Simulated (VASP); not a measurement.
# CdInS2 (P-3m1) in VASP: notebook

The runs below take CdInS2 through single point, with PBE.

All numbers are computed with VASP 6.6.1; they aren't measurements. Logs are shortened: lines on timing, memory, paths and dates and some standing lists are left out, and cuts for length are marked.

### Step 1. The cell of the first run

It takes space group P-3m1 (No. 164, trigonal). Conventional cell: a = 4.170 Å, b = 4.170 Å, c = 5.870 Å, α = 90.00°, β = 90.00°, γ = 120.00°. Cd (site symmetry -3m) has 6 S at 2.73 Å and 2 In at 2.93 Å within 3.6 Å. In (site symmetry -3m) has 6 S at 2.92 Å and 2 Cd at 2.93 Å within 3.8 Å. Within 3.6 Å of S (site symmetry 3m) lie 3 Cd at 2.73 Å and 3 In at 2.92 Å and 3 S at 3.51 Å.

### Step 2. Single point, PBE

File INCAR:

```
PREC = Accurate ; ENCUT = 520
EDIFF = 1E-6 ; ISMEAR = 0
SIGMA = 0.15 ; LREAL = F
LASPH = T ; NELM = 100
ALGO = Normal ; ISIF = 2
LWAVE = F ; LCHARG = T
GGA = PE ; LELF = T
LVHAR = T ; NBANDS = 26
```

File KPOINTS:

```
Automatic mesh
0
Gamma
  12 12 6
```

File POSCAR:

```
CdInS2
1.0
    4.1697266610      0.0000000000      0.0000000000
   -2.0848633305      3.6110892153      0.0000000000
    0.0000000000      0.0000000000      5.8697242207
Cd In S
1 1 2
Direct
    0.0000000000      0.0000000000      0.0000000000
    0.0000000000      0.0000000000      0.5000000000
    0.6666666667      0.3333333333      0.7823009908
    0.3333333333      0.6666666667      0.2176990092
```

Potentials or basis: VASP PAW PBE potentials, release 64 (Cd, In_d, S).

Launch:

```console
> cat potpaw_PBE.64/Cd/POTCAR potpaw_PBE.64/In_d/POTCAR potpaw_PBE.64/S/POTCAR > POTCAR
> mpirun -np 1 vasp_std > vasp.out
```

OUTCAR:

```text
PREC = Accurate
   ENCUT = 520
   EDIFF = 1E-6
   ISMEAR = 0
   LREAL = F
   LASPH = T
   NELM = 100
   ISIF = 2
   GGA = PE

 ion  position               nearest neighbor table
   1  0.000  0.000  0.000-   3 2.73   4 2.73   3 2.73   4 2.73   3 2.73   4 2.73   2 2.93   2 2.93

   2  0.000  0.000  0.500-   3 2.92   4 2.92   3 2.92   4 2.92   3 2.92   4 2.92   1 2.93   1 2.93

   3  0.667  0.333  0.782-   1 2.73   1 2.73   1 2.73   2 2.92   2 2.92   2 2.92
   4  0.333  0.667  0.218-   1 2.73   1 2.73   1 2.73   2 2.92   2 2.92   2 2.92

  LATTYP: Found a hexagonal cell.
 ALAT       =     4.1697266610
 C/A-ratio  =     1.4077000000

  Lattice vectors:

 A1 = (   4.1697266610,   0.0000000000,   0.0000000000)
 A2 = (  -2.0848633305,   3.6110892153,   0.0000000000)
 A3 = (   0.0000000000,   0.0000000000,   5.8697242207)

Analysis of symmetry for initial positions (statically):
=====================================================================
 Subroutine PRICEL returns:
 Original cell was already a primitive cell.

 Routine SETGRP: Setting up the symmetry group for a
 hexagonal supercell.

 Subroutine GETGRP returns: Found 12 space group operations
 (whereof 12 operations were pure point group operations)
 out of a pool of 24 trial point group operations.

The static configuration has the point symmetry D_3d.

Analysis of symmetry for dynamics (positions and initial velocities):
=====================================================================
 Subroutine PRICEL returns:
 Original cell was already a primitive cell.

 Routine SETGRP: Setting up the symmetry group for a
 hexagonal supercell.

 Subroutine GETGRP returns: Found 12 space group operations
 (whereof 12 operations were pure point group operations)
 out of a pool of 24 trial point group operations.

The dynamic configuration has the point symmetry D_3d.

 Subroutine INISYM returns: Found 12 space group operations
 (whereof 12 operations are pure point group operations),
 and found     1 'primitive' translations

----------------------------------------------------------------------------------------

                                     Primitive cell

  volume of cell :      88.3819

  direct lattice vectors                    reciprocal lattice vectors
     4.169726661  0.000000000  0.000000000     0.239823874  0.138462378  0.000000000
    -2.084863331  3.611089215  0.000000000     0.000000000  0.276924756  0.000000000
     0.000000000  0.000000000  5.869724221     0.000000000  0.000000000  0.170365755

  length of vectors
     4.169726661  4.169726661  5.869724221     0.276924756  0.276924756  0.170365755

  position of ions in fractional coordinates (direct lattice)
     0.000000000  0.000000000  0.000000000
     0.000000000  0.000000000  0.500000000
     0.666666667  0.333333333  0.782300991
     0.333333333  0.666666667  0.217699009

  ion indices of the primitive-cell ions
   primitive index   ion index
                 1           1
                 2           2
                 3           3
                 4           4

----------------------------------------------------------------------------------------

 KPOINTS: Automatic mesh

Automatic generation of k-mesh.
 Grid dimensions read from file:
 generate k-points for:   12   12    6

 Generating k-lattice:

  Cartesian coordinates                     Fractional coordinates (reciprocal lattice)
     0.019985323  0.011538532  0.000000000     0.083333333  0.000000000  0.000000000
     0.000000000  0.023077063  0.000000000     0.000000000  0.083333333  0.000000000
     0.000000000  0.000000000  0.028394293     0.000000000  0.000000000  0.166666667

  Length of vectors
     0.023077063  0.023077063  0.028394293

  Shift w.r.t. Gamma in fractional coordinates (k-lattice)
     0.000000000  0.000000000  0.000000000

 Subroutine IBZKPT returns following result:
 ===========================================

 Found    100 irreducible k-points:

 Following reciprocal coordinates:
            Coordinates               Weight
  0.000000  0.000000  0.000000      1.000000
  0.083333  0.000000  0.000000      6.000000
  0.166667  0.000000  0.000000      6.000000
  0.250000  0.000000  0.000000      6.000000
  0.333333  0.000000  0.000000      6.000000
  0.416667  0.000000  0.000000      6.000000
[... 16 lines left out ...]
  0.166667  0.000000  0.166667      6.000000
  0.000000  0.166667  0.166667      6.000000
 [... further k-points ...]
   k-points           NKPTS =    100   k-points in BZ     NKDIM =    100   number of bands    NBANDS=     26
   number of dos      NEDOS =    301   number of ions     NIONS =      4
   total plane-waves  NPLWV =  49152
   dimension x,y,z NGX =    32 NGY =   32 NGZ =   48
   dimension x,y,z NGXF=    64 NGYF=   64 NGZF=   96
   ions per type =               1   1   2
   NGX,Y,Z   is equivalent  to a cutoff of  12.76, 12.76, 13.59 a.u.
   NGXF,Y,Z  is equivalent  to a cutoff of  25.52, 25.52, 27.19 a.u.
 SYSTEM =  unknown system
   PREC   = accura    normal or accurate (medium, high low for compatibility)
   ISTART =      0    job   : 0-new  1-cont  2-samecut
   ICHARG =      2    charge: 1-file 2-atom 10-const
   ISPIN  =      1    spin polarized calculation?
   LNONCOLLINEAR =      F non collinear calculations
   LSORBIT =      F    spin-orbit coupling
   LASPH  =      T    aspherical Exc in radial PAW
   ENCUT  =  520.0 eV  38.22 Ry    6.18 a.u.   7.75  7.75 10.91*2*pi/ulx,y,z
   NELM   =    100;   NELMIN=  2; NELMDL= -5     # of ELM steps
   EDIFF  = 0.1E-05   stopping-criterion for ELM
   LREAL  =      F    real-space projection
   EDIFFG = 0.1E-04   stopping-criterion for IOM
   NSW    =      0    number of steps for IOM
   IBRION =     -1    ionic relax: 0-MD 1-quasi-New 2-CG
   NFREE  =      0    steps in history (QN), initial steepest desc. (CG)
   ISIF   =      2    stress and relaxation
   ISYM   =      2    0-nonsym 1-usesym 2-fastsym
   POTIM  = 0.5000    time-step for ionic-motion
   TEBEG  =    0.0;   TEEND  =   0.0 temperature during run
   PSTRESS=    0.0 pullay stress
   NELECT =      37.0000    total number of electrons
   NUPDOWN=      -1.0000    fix difference up-down
   EMIN   =  10.00;   EMAX   =-10.00  energy-range for DOS
   EFERMI =   0.00;   METHOD = LEGACY
   ISMEAR =     0;   SIGMA  =   0.15  broadening in eV -4-tet -1-fermi 0-gaus
   EFERMI_NEDOS =   21; number of points for ismear=-14 and -15
   IALGO  =     38    algorithm
   IMIX   =      4    mixing-type and parameters
     AMIX     =   0.40;   BMIX     =  1.00
     AMIX_MAG =   1.60;   BMIX_MAG =  1.00
  volume/ion in A,a.u.               =      22.10       149.11
  Fermi-wavevector in a.u.,A,eV,Ry     =   1.224675  2.314300 20.406415  1.499829
  Thomas-Fermi vector in A             =   2.359741
   LORBIT       =      0    0 simple, 1 ext, 2 COOP (PROOUT), +10 PAW based schemes
   GGA     = PE    functional components
   LHFCALC =     F    Hartree Fock is set to
   AEXX    =    0.0000 exact exchange contribution
   IVDW    =     0    specifies the selected vdW correction
   LEPSILON=     F    determine dielectric tensor
   LRPA    =     F    only Hartree local field effects (RPA)
 non-spin polarized calculation
 Gauss-broadening in eV      SIGMA  =   0.15
  energy-cutoff  :      520.00
  volume of cell :       88.38
 maximum number of plane-waves:      2403
 NGX is ok and might be reduce to    32
   NGX = 15   NGY = 15   NGZ = 21

 number of electron      37.0000001 magnetization

 Free energy of the ion-electron system (eV)
  ---------------------------------------------------
  ext. energy  EPLUGINS =         0.00000000
  ---------------------------------------------------
  free energy    TOTEN  =       -12.39459969 eV

  energy without entropy =      -12.37428322  energy(sigma->0) =      -12.38444145

 E-fermi :   5.1417     XC(G=0): -10.0223

 val. band max:        5.1358558863   @ k =   0.0000   0.1667   0.1667
 cond. band min:       5.1516365908   @ k =   0.2500   0.0000   0.5000
 fundamental gap:      0.0157807045
 Fermi energy:         5.1417447020

 k-point     1 :       0.0000    0.0000    0.0000
  band No.  band energies     occupation
      1      -9.6414      2.00000
      2      -9.5241      2.00000
      3      -9.5241      2.00000
      4      -9.4650      2.00000
      5      -9.4650      2.00000
      6      -8.7014      2.00000
[... 18 lines left out ...]
     25      11.4696      0.00000
     26      12.9929      0.00000

 k-point     2 :       0.0833    0.0000    0.0000
  band No.  band energies     occupation
      1      -9.6393      2.00000
      2      -9.5368      2.00000
      3      -9.5244      2.00000
      4      -9.4663      2.00000
      5      -9.4619      2.00000
      6      -8.6564      2.00000
[... 18 lines left out ...]
     25      11.6238      0.00000
     26      11.9244      0.00000

 k-point     3 :       0.1667    0.0000    0.0000
  band No.  band energies     occupation
      1      -9.6340      2.00000
      2      -9.5718      2.00000
      3      -9.5255      2.00000
      4      -9.4693      2.00000
      5      -9.4534      2.00000
      6      -8.5250      2.00000
[... 18 lines left out ...]
     25      11.1497      0.00000
     26      11.8752      0.00000

 k-point     4 :       0.2500    0.0000    0.0000
  band No.  band energies     occupation
      1      -9.6271      2.00000
      2      -9.6189      2.00000
      3      -9.5274      2.00000
      4      -9.4728      2.00000
      5      -9.4414      2.00000
      6      -8.3215      2.00000
[... 18 lines left out ...]
     25      11.0936      0.00000
     26      12.1439      0.00000

 k-point     5 :       0.3333    0.0000    0.0000
  band No.  band energies     occupation
      1      -9.6646      2.00000
      2      -9.6205      2.00000
      3      -9.5295      2.00000
      4      -9.4760      2.00000
      5      -9.4289      2.00000
      6      -8.0764      2.00000
[... 18 lines left out ...]
     25      11.9015      0.00000
     26      12.5083      0.00000

 k-point     6 :       0.4167    0.0000    0.0000
  band No.  band energies     occupation
      1      -9.6970      2.00000
      2      -9.6159      2.00000
      3      -9.5312      2.00000
      4      -9.4782      2.00000
      5      -9.4197      2.00000
      6      -7.8416      2.00000
[... 427 lines left out ...]
 k-point    21 :       0.0833    0.0000    0.1667
  band No.  band energies     occupation
      1      -9.6287      2.00000
      2      -9.5371      2.00000
      3      -9.5232      2.00000
      4      -9.4662      2.00000
      5      -9.4618      2.00000
      6      -8.5940      2.00000
[... 18 lines left out ...]
     25      11.2992      0.00000
     26      12.5112      0.00000

 k-point    22 :       0.0000    0.0833    0.1667
  band No.  band energies     occupation
      1      -9.6287      2.00000
      2      -9.5364      2.00000
      3      -9.5231      2.00000
      4      -9.4661      2.00000
      5      -9.4618      2.00000
      6      -8.5971      2.00000
[... 18 lines left out ...]
     25      11.0576      0.00000
     26      12.4030      0.00000

 k-point    23 :       0.1667    0.0000    0.1667
  band No.  band energies     occupation
      1      -9.6241      2.00000
      2      -9.5757      2.00000
      3      -9.5243      2.00000
      4      -9.4692      2.00000
      5      -9.4533      2.00000
      6      -8.4519      2.00000
[... 18 lines left out ...]
     25      11.4005      0.00000
     26      11.9338      0.00000

 k-point    24 :       0.0000    0.1667    0.1667
  band No.  band energies     occupation
      1      -9.6240      2.00000
      2      -9.5712      2.00000
      3      -9.5242      2.00000
      4      -9.4689      2.00000
      5      -9.4533      2.00000
      6      -8.4729      2.00000
[... 18 lines left out ...]
     25      11.3391      0.00000
     26      11.5991      0.00000

 [... further k-points ...]

------------------------ aborting loop because EDIFF is reached ----------------------------------------

  FORCE on cell =-STRESS in cart. coord.  units (eV):
  Direction    XX          YY          ZZ          XY          YZ          ZX
  --------------------------------------------------------------------------------------
  -------------------------------------------------------------------------------------
  Total       -0.5679249     -0.5679249      6.5001221      0.0000000     -0.0000000      0.0000000
  in kB      -10.2952756    -10.2952756    117.8334498      0.0000000     -0.0000000      0.0000000
  external PRESSURE =      32.4142996 kB  Pullay stress =       0.0000000 kB

 VOLUME and BASIS-vectors are now :
 -----------------------------------------------------------------------------
  energy-cutoff  :      520.00
  volume of cell :       88.38
      direct lattice vectors                 reciprocal lattice vectors
     4.169726661  0.000000000  0.000000000     0.239823874  0.138462378  0.000000000
    -2.084863331  3.611089215  0.000000000     0.000000000  0.276924756  0.000000000
     0.000000000  0.000000000  5.869724221     0.000000000  0.000000000  0.170365755

 POSITION                                       TOTAL-FORCE (eV/Angst)
 -----------------------------------------------------------------------------------
      0.00000      0.00000      0.00000         0.000000      0.000000      0.000000
      0.00000      0.00000      2.93486         0.000000      0.000000      0.000000
      2.08486      1.20370      4.59189         0.000000     -0.000000     -0.573328
     -0.00000      2.40739      1.27783        -0.000000      0.000000      0.573328
 -----------------------------------------------------------------------------------
    total drift:                                0.000000     -0.000000      0.000000

  FREE ENERGIE OF THE ION-ELECTRON SYSTEM (eV)
  ---------------------------------------------------
  free  energy   TOTEN  =       -12.3945996894 eV

  energy  without entropy=      -12.3742832186  energy(sigma->0) =      -12.38444145
```

It took 4.8 min on 1 thread of Intel Xeon 8259CL, shared host; peak memory 0.38 GiB.

What came out:

| Quantity | Value |
| --- | --- |
| Free energy | -12.3946 eV |
| Pressure | 3.2 GPa |
| Largest force | 0.573 eV/Å |
| Band gap on the k mesh | zero (an odd number of electrons rules out a gap without spin polarisation) |

Forces on the atoms (eV/Å):
```
Cd   0.000  0.000  0.000
In   0.000  0.000  0.000
S    0.000  0.000 -0.573
S    0.000  0.000  0.573
```

Levels at points of the mesh, in eV from the Fermi level:
```
           k point  band 17  band 18  band 19  band 20  band 21  band 22
(0.00, 0.00, 0.00)    -1.87    -1.87    -1.57     0.79     3.93     3.93
(0.50, 0.00, 0.00)    -2.93    -1.46     0.33     1.62     1.68     3.70
(0.00, 0.00, 0.50)    -1.96    -1.96     0.31     0.35     3.94     3.94
(0.50, 0.00, 0.50)    -2.47    -2.40    -0.41     1.27     4.00     4.84
```

Caveat: the cell differs from its parent crystal (atoms shifted along a free coordinate, c/a of the conventional cell at fixed volume 1.4077); the stress differs along the axes, from -1 to 12 GPa; spin-orbit coupling is left out, which moves the levels of the heavy elements.

### Step 3. Single point, PBE (22.10 Å³/atom, c/a of the conventional cell at fixed volume 1.9355)

File INCAR:

```
ALGO     = Normal         # electronic algorithm
EDIFF    = 1E-6           # SCF threshold, eV
ENCUT    = 520            # plane-wave cutoff, eV
GGA      = PE             # functional
ISIF     = 2              # what is computed and relaxed
ISMEAR   = 0              # smearing method
LASPH    = True           # aspherical terms in the spheres
LCHARG   = False          # write CHGCAR
LREAL    = False          # projectors in reciprocal space
LWAVE    = False          # write WAVECAR
NBANDS   = 26             # bands
NELM     = 100            # most SCF steps
PREC     = Accurate       # precision mode
SIGMA    = 0.15           # smearing width, eV
```

File KPOINTS:

```
k-points
0
Gamma
  12 12 6
```

File POSCAR:

```
CdInS2
1.0
    3.7498442659      0.0000000000      0.0000000000
   -1.8749221329      3.2474603945      0.0000000000
    0.0000000000      0.0000000000      7.2578235766
Cd In S
1 1 2
Direct
    0.0000000000      0.0000000000      0.0000000000
    0.0000000000      0.0000000000      0.5000000000
    0.6666666667      0.3333333333      0.7578554487
    0.3333333333      0.6666666667      0.2421445513
```

Potentials or basis: VASP PAW PBE potentials, release 64 (Cd, In_d, S).

Launch:

```console
> cat potpaw_PBE.64/Cd/POTCAR potpaw_PBE.64/In_d/POTCAR potpaw_PBE.64/S/POTCAR > POTCAR
> mpirun -np 1 vasp_std > vasp.out
```

Wall time 4 min (1 thread of Intel Xeon 8259CL, shared host); peak memory 0.36 GiB.

It converged, with:

```yaml
Free_energy: -12.9377 eV
Pressure: -0.6 GPa
Largest_force: 0.103 eV/Å
Band_gap_on_the_k_mesh: zero (an odd number of electrons rules out a gap without spin polarisation)
```

Forces on the atoms (eV/Å):
```
Cd   0.000  0.000  0.000
In   0.000  0.000  0.000
S    0.000  0.000 -0.103
S    0.000  0.000  0.103
```

Stress tensor (GPa, compression positive):
```
 2.38  0.00  0.00
 0.00  2.38  0.00
 0.00  0.00 -6.57
```

Levels at points of the mesh, in eV from the Fermi level:
| k point | band 16 | band 17 | band 18 | band 19 | band 20 | band 21 |
| --- | --- | --- | --- | --- | --- | --- |
| (0.00, 0.00, 0.00) | -1.45 | -1.45 | -1.02 | -1.02 | 2.77 | 4.34 |
| (0.50, 0.00, 0.00) | -3.42 | -2.63 | -1.34 | -0.04 | 1.88 | 2.28 |
| (0.00, 0.00, 0.50) | -1.31 | -1.16 | -1.16 | 0.72 | 1.50 | 4.72 |
| (0.50, 0.00, 0.50) | -2.89 | -2.14 | -1.99 | -0.94 | 0.21 | 4.16 |

Caveat: the cell differs from its parent crystal (c/a of the conventional cell at fixed volume 1.9355); the stress differs along the axes, from -7 to 2 GPa; spin-orbit coupling is left out, which moves the levels of the heavy elements.

The gap in the log of VASP goes by the Fermi energy; the results here count the filled bands.